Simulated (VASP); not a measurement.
The system is TiCo3.

```xyz
4
Lattice="3.8005 0.0000 0.0000 0.0000 3.8005 0.0000 0.0000 0.0000 3.8005" Properties=species:S:1:pos:R:3 pbc="T T T"
Ti    0.0000    0.0000    0.0000
Co    0.0000    1.9002    1.9002
Co    1.9002    0.0000    1.9002
Co    1.9002    1.9002    0.0000
```

Base run:

```yaml
Program: VASP 6.6.1
Functional: PBEsol
Potentials_or_basis: VASP PAW PBE potentials, release 64 (Ti_sv, Co)
Cutoff: 520 eV
k_mesh: 12 × 12 × 12
Occupations: gaussian, width 0.15 eV
Spin: collinear spin, ferromagnetic start
Starting_moments: "[0.4, 0.88, 0.88, 0.88] μB"
Fixed_moment: 3.04 μB
```

Its results: pressure -27.8 GPa; site moments Ti -0.56; Co +1.27 μB.

Problem. The run is repeated on the same cell with these changes: fixed moment from 3.04 μB to 0.76 μB; moments at the start from [0.4, 0.88, 0.88, 0.88] to [0.1, 0.22, 0.22, 0.22]. What comes out?

Solution. Pressure -32.2 GPa; site moments Ti -0.21; Co +0.35 μB.

Caveats: the cell stands under tension; the PAW data sets were made with another functional, which shifts forces and pressure a little; the total moment is fixed, so each spin has its own Fermi level and the state may be an excited one.
